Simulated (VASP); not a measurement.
Input of a VASP 6.6.1 run:

Contents of INCAR:

```
SYSTEM = Ir
PREC = Accurate
ENCUT = 520
EDIFF = 1E-6
ISMEAR = 0
SIGMA = 0.15
LREAL = .False.
LASPH = .True.
NELM = 100
ALGO = Fast
ISIF = 2
LWAVE = .False.
LCHARG = .True.
GGA = PE
LELF = .True.
LVHAR = .True.
NBANDS = 10
```

The input KPOINTS:

```
Automatic mesh
0
Gamma
  22 22 22
  0 0 0
```

POSCAR

```
Ir
1.0
    0.0000000000      1.8895973821      2.0946186981
    1.8895973821      0.0000000000      2.0946186981
    1.8895973821      1.8895973821      0.0000000000
Ir
1
Direct
    0.0000000000      0.0000000000      0.0000000000
```

Potentials or basis: VASP PAW PBE potentials, release 64 (Ir).

Launch:

```bash
$ cat potpaw_PBE.64/Ir/POTCAR > POTCAR
$ mpirun -np 1 vasp_std > vasp.out
```

(1) Predict the band gap on the k mesh.

(2) Estimate the pressure.

## Answers

(1) zero (an odd number of electrons rules out a gap without spin polarisation).

(2) -7.7 GPa.

Caveat: the cell stands under tension; spin-orbit coupling is left out, which moves the levels of the heavy elements.
